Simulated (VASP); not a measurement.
# AlNi (Pm-3m) in VASP: notebook

The runs below take AlNi through single point, with PBE.

Program: VASP 6.6.1. These are calculated values, not measurements. Logs are shortened: lines on timing, memory, paths and dates and some standing lists are left out, and cuts for length are marked.

**1. The cell of the first run**

Symmetry: Pm-3m, No. 221, cubic system. The conventional cell has a = 2.900 Å, b = 2.900 Å, c = 2.900 Å, α = 90.00°, β = 90.00°, γ = 90.00°. Al (site symmetry m-3m) has 8 Ni at 2.51 Å and 6 Al at 2.90 Å within 3.3 Å. Ni (site symmetry m-3m) has 8 Al at 2.51 Å and 6 Ni at 2.90 Å within 3.3 Å.

**2. Single point, PBE, collinear spin, ferromagnetic start (volume scaled by 1.02)**

Input file INCAR:

```
SYSTEM = AlNi
PREC = Accurate ; ENCUT = 520
EDIFF = 1E-6 ; ISMEAR = -1
SIGMA = 0.05 ; LREAL = .FALSE.
LASPH = .TRUE. ; NELM = 150
ALGO = Normal ; ISIF = 2
LWAVE = .FALSE. ; LCHARG = .FALSE.
ISPIN = 2 ; MAGMOM = 0 1.5
LORBIT = 11 ; LMAXMIX = 4
GGA = PE ; NBANDS = 18
```

Input file KPOINTS:

```
regular mesh
0
G
  13 13 13
  0 0 0
```

Input file POSCAR:

```
AlNi
1.0
    2.9000800262      0.0000000000      0.0000000000
    0.0000000000      2.9000800262      0.0000000000
    0.0000000000      0.0000000000      2.9000800262
Al Ni
1 1
Direct
    0.0000000000      0.0000000000      0.0000000000
    0.5000000000      0.5000000000      0.5000000000
```

Potentials or basis: VASP PAW PBE potentials, release 64 (Al, Ni).

Launch:

```
$ cat potpaw_PBE.64/Al/POTCAR potpaw_PBE.64/Ni/POTCAR > POTCAR
$ mpirun -np 1 vasp_std > vasp.out
```

OUTCAR:

```text
SYSTEM = AlNi
   PREC = Accurate
   ENCUT = 520
   EDIFF = 1E-6
   ISMEAR = -1
   LREAL = .FALSE.
   LASPH = .TRUE.
   NELM = 150
   ISIF = 2
   ISPIN = 2
   LORBIT = 11
   GGA = PE

 ion  position               nearest neighbor table
   1  0.000  0.000  0.000-   2 2.51   2 2.51   2 2.51   2 2.51   2 2.51   2 2.51   2 2.51   2 2.51

   2  0.500  0.500  0.500-   1 2.51   1 2.51   1 2.51   1 2.51   1 2.51   1 2.51   1 2.51   1 2.51

  LATTYP: Found a simple cubic cell.
 ALAT       =     2.9000800262

  Lattice vectors:

 A1 = (   2.9000800262,   0.0000000000,   0.0000000000)
 A2 = (   0.0000000000,   2.9000800262,   0.0000000000)
 A3 = (   0.0000000000,   0.0000000000,   2.9000800262)

Analysis of symmetry for initial positions (statically):
=====================================================================
 Subroutine PRICEL returns:
 Original cell was already a primitive cell.

 Routine SETGRP: Setting up the symmetry group for a
 simple cubic supercell.

 Subroutine GETGRP returns: Found 48 space group operations
 (whereof 48 operations were pure point group operations)
 out of a pool of 48 trial point group operations.

The static configuration has the point symmetry O_h .

Analysis of symmetry for dynamics (positions and initial velocities):
=====================================================================
 Subroutine PRICEL returns:
 Original cell was already a primitive cell.

 Routine SETGRP: Setting up the symmetry group for a
 simple cubic supercell.

 Subroutine GETGRP returns: Found 48 space group operations
 (whereof 48 operations were pure point group operations)
 out of a pool of 48 trial point group operations.

The dynamic configuration has the point symmetry O_h .

Analysis of structural, dynamic, and magnetic symmetry:
=====================================================================
 Subroutine PRICEL returns:
 Original cell was already a primitive cell.

 Routine SETGRP: Setting up the symmetry group for a
 simple cubic supercell.

 Subroutine GETGRP returns: Found 48 space group operations
 (whereof 48 operations were pure point group operations)
 out of a pool of 48 trial point group operations.

The overall configuration has the point symmetry O_h .

 Subroutine INISYM returns: Found 48 space group operations
 (whereof 48 operations are pure point group operations),
 and found     1 'primitive' translations

----------------------------------------------------------------------------------------
[... 116 lines left out ...]
  Thomas-Fermi vector in A             =   2.456651
   LORBIT       =     11    0 simple, 1 ext, 2 COOP (PROOUT), +10 PAW based schemes
   GGA     = PE    functional components
   LHFCALC =     F    Hartree Fock is set to
   AEXX    =    0.0000 exact exchange contribution
   IVDW    =     0    specifies the selected vdW correction
   LEPSILON=     F    determine dielectric tensor
   LRPA    =     F    only Hartree local field effects (RPA)
 spin polarized calculation
  energy-cutoff  :      520.00
  volume of cell :       24.39
 maximum number of plane-waves:       691
 NGX is ok and might be reduce to    24
   NGX = 11   NGY = 11   NGZ = 11

 number of electron      13.0000011 magnetization      -0.0002117

 number of electron      13.0000011 magnetization       0.0005931

 Free energy of the ion-electron system (eV)
  ---------------------------------------------------
  ext. energy  EPLUGINS =         0.00000000
  ---------------------------------------------------
  free energy    TOTEN  =       -10.54449556 eV

  energy without entropy =      -10.53933782  energy(sigma->0) =      -10.54191669

 E-fermi :   9.7470     XC(G=0): -11.9535

 val. band max:        9.6927314668   @ k =   0.3846   0.2308   0.1538
 cond. band min:       9.8026052458   @ k =   0.3846   0.3077   0.1538
 fundamental gap:      0.1098737790
 Fermi energy:         9.7469719806

 spin component 1

 k-point     1 :       0.0000    0.0000    0.0000
  band No.  band energies     occupation
      1      -1.2275      1.00000
      2       6.6341      1.00000
      3       6.6341      1.00000
      4       8.2655      1.00000
      5       8.2655      1.00000
      6       8.2655      1.00000
[... 493 lines left out ...]
     17      31.3962      0.00000
     18      34.2020      0.00000

 [... further k-points ...]

 spin component 2

 k-point     1 :       0.0000    0.0000    0.0000
  band No.  band energies     occupation
      1      -1.2276      1.00000
      2       6.6344      1.00000
      3       6.6344      1.00000
      4       8.2658      1.00000
      5       8.2658      1.00000
      6       8.2658      1.00000
[... 493 lines left out ...]
     17      31.3962      0.00000
     18      34.2020      0.00000

 [... further k-points ...]

------------------------ aborting loop because EDIFF is reached ----------------------------------------

  FORCE on cell =-STRESS in cart. coord.  units (eV):
  Direction    XX          YY          ZZ          XY          YZ          ZX
  --------------------------------------------------------------------------------------
  -------------------------------------------------------------------------------------
  Total       -0.1865090     -0.1865090     -0.1865090     -0.0000000      0.0000000      0.0000000
  in kB      -12.2512509    -12.2512509    -12.2512509     -0.0000000      0.0000000      0.0000000
  external PRESSURE =     -12.2512509 kB  Pullay stress =       0.0000000 kB

 VOLUME and BASIS-vectors are now :
 -----------------------------------------------------------------------------
  energy-cutoff  :      520.00
  volume of cell :       24.39
      direct lattice vectors                 reciprocal lattice vectors
     2.900080026  0.000000000  0.000000000     0.344818071  0.000000000  0.000000000
     0.000000000  2.900080026  0.000000000     0.000000000  0.344818071  0.000000000
     0.000000000  0.000000000  2.900080026     0.000000000  0.000000000  0.344818071

 POSITION                                       TOTAL-FORCE (eV/Angst)
 -----------------------------------------------------------------------------------
      0.00000      0.00000      0.00000         0.000000      0.000000      0.000000
      1.45004      1.45004      1.45004         0.000000      0.000000      0.000000
 -----------------------------------------------------------------------------------
    total drift:                                0.000000      0.000000     -0.000000

  FREE ENERGIE OF THE ION-ELECTRON SYSTEM (eV)
  ---------------------------------------------------
  free  energy   TOTEN  =       -10.5444955605 eV

  energy  without entropy=      -10.5393378197  energy(sigma->0) =      -10.54191669

 total charge

# of ion       s       p       d       tot
------------------------------------------
    1        0.382   0.405   0.000   0.787
    2        0.467   0.499   8.465   9.431
--------------------------------------------------
tot          0.849   0.904   8.465  10.218

 magnetization (x)

# of ion       s       p       d       tot
------------------------------------------
    1        0.000  -0.000   0.000  -0.000
    2       -0.000  -0.000   0.000   0.000
--------------------------------------------------
tot          0.000  -0.000   0.000   0.000
```

stdout:

```text
POSCAR found type information on POSCAR AlNi
 POSCAR found :  2 types and       2 ions
 scaLAPACK will be used
 LDA part: xc-table for (Slater+PW92), standard interpolation
 POSCAR, INCAR and KPOINTS ok, starting setup
 FFT: planning ... GRIDC
 FFT: planning ... GRID_SOFT
 FFT: planning ... GRID
 WAVECAR not read
 entering main loop
```

Wall time 84 s (1 thread of Intel Xeon Platinum 8375C at 2.90GHz (Ice Lake), shared host); peak memory 0.19 GiB.

What came out:

```
Free energy                                           : -10.5445 eV
Pressure                                              : -1.2 GPa
Net moment                                            : 0.00 μB per cell
Valence electrons inside the program's atomic spheres : Al 0.79; Ni 9.43
```

Caveat: the starting moments collapsed, and a magnetic state may lie lower.

**3. Single point, PBE, collinear spin, ferromagnetic start (volume scaled by 1.04)**

Input file INCAR:

```
PREC = Accurate ; ENCUT = 520
EDIFF = 1E-7 ; ISMEAR = -1
SIGMA = 0.05 ; LREAL = F
LASPH = T ; NELM = 150
ALGO = Normal ; ISIF = 2
LWAVE = F ; LCHARG = T
ISPIN = 2 ; MAGMOM = 0 1.5
LORBIT = 11 ; LMAXMIX = 4
GGA = PE ; LELF = T
LVHAR = T ; NBANDS = 18
```

Input file KPOINTS:

```
Automatic mesh
0
Gamma
  13 13 13
```

Input file POSCAR:

```
AlNi
1.0
    2.9189122424      0.0000000000      0.0000000000
    0.0000000000      2.9189122424      0.0000000000
    0.0000000000      0.0000000000      2.9189122424
Al Ni
1 1
Direct
    0.0000000000      0.0000000000      0.0000000000
    0.5000000000      0.5000000000      0.5000000000
```

Potentials or basis: VASP PAW PBE potentials, release 64 (Al, Ni).

Launch:

```
$ cat potpaw_PBE.64/Al/POTCAR potpaw_PBE.64/Ni/POTCAR > POTCAR
$ mpirun -np 1 vasp_std > vasp.out
```

It took 92 s on 1 thread of Intel Xeon Platinum 8375C at 2.90GHz (Ice Lake), shared host; peak memory 0.19 GiB.

It converged, with:

* Free energy: -10.5365 eV
* Pressure: -4.1 GPa
* Net moment: 0.00 μB per cell
* Valence electrons inside the program's atomic spheres: Al 0.78; Ni 9.40

Levels at points of the mesh, in eV from the Fermi level:
Spin up:
```
           k point  band 3  band 4  band 5  band 6  band 7  band 8  band 9  band 10
(0.00, 0.00, 0.00)   -3.02   -1.44   -1.44   -1.44    5.36    5.36    5.36     8.02
```
Spin down:
| k point | band 4 | band 5 | band 6 | band 7 | band 8 | band 9 |
| --- | --- | --- | --- | --- | --- | --- |
| (0.00, 0.00, 0.00) | -1.44 | -1.44 | -1.44 | 5.36 | 5.36 | 5.36 |

Caveat: the starting moments collapsed, and a magnetic state may lie lower.

**4. Single point, PBE, collinear spin, ferromagnetic start (volume scaled by 1.06)**

Input file INCAR:

```
SYSTEM = AlNi
PREC = Accurate
ENCUT = 520
EDIFF = 1E-6
ISMEAR = -1
SIGMA = 0.05
LREAL = .False.
LASPH = .True.
NELM = 150
ALGO = Normal
ISIF = 2
LWAVE = .False.
LCHARG = .False.
ISPIN = 2
MAGMOM = 0 1.5
LORBIT = 11
LMAXMIX = 4
GGA = PE
NBANDS = 18
```

Input file KPOINTS:

```
Automatic mesh
0
Gamma
  13 13 13
  0 0 0
```

Input file POSCAR:

```
AlNi
1.0
    2.9375045414      0.0000000000      0.0000000000
    0.0000000000      2.9375045414      0.0000000000
    0.0000000000      0.0000000000      2.9375045414
Al Ni
1 1
Direct
    0.0000000000      0.0000000000      0.0000000000
    0.5000000000      0.5000000000      0.5000000000
```

Launch:

```
$ cat potpaw_PBE.64/Al/POTCAR potpaw_PBE.64/Ni/POTCAR > POTCAR
$ mpirun -np 1 vasp_std > vasp.out
```

It took 80 s on 1 thread of Intel Xeon Platinum 8375C at 2.90GHz (Ice Lake), shared host; peak memory 0.19 GiB.

It converged, with:

* Free energy: -10.5205 eV
* Pressure: -6.6 GPa
* Net moment: 0.00 μB per cell
* Valence electrons inside the program's atomic spheres: Al 0.77; Ni 9.37

Levels at points of the mesh, in eV from the Fermi level:
Spin up:
| k point | band 2 | band 3 | band 4 | band 5 | band 6 | band 7 | band 8 | band 9 | band 10 | band 11 |
| --- | --- | --- | --- | --- | --- | --- | --- | --- | --- | --- |
| (0.00, 0.00, 0.00) | -2.94 | -2.94 | -1.41 | -1.41 | -1.41 | 5.28 | 5.28 | 5.28 | 7.96 | 7.96 |
Spin down:
```csv
k point,band 3,band 4,band 5,band 6,band 7,band 8,band 9,band 10
"(0.00, 0.00, 0.00)",-2.94,-1.41,-1.41,-1.41,5.28,5.28,5.28,7.96
```

Caveat: the starting moments collapsed, and a magnetic state may lie lower.
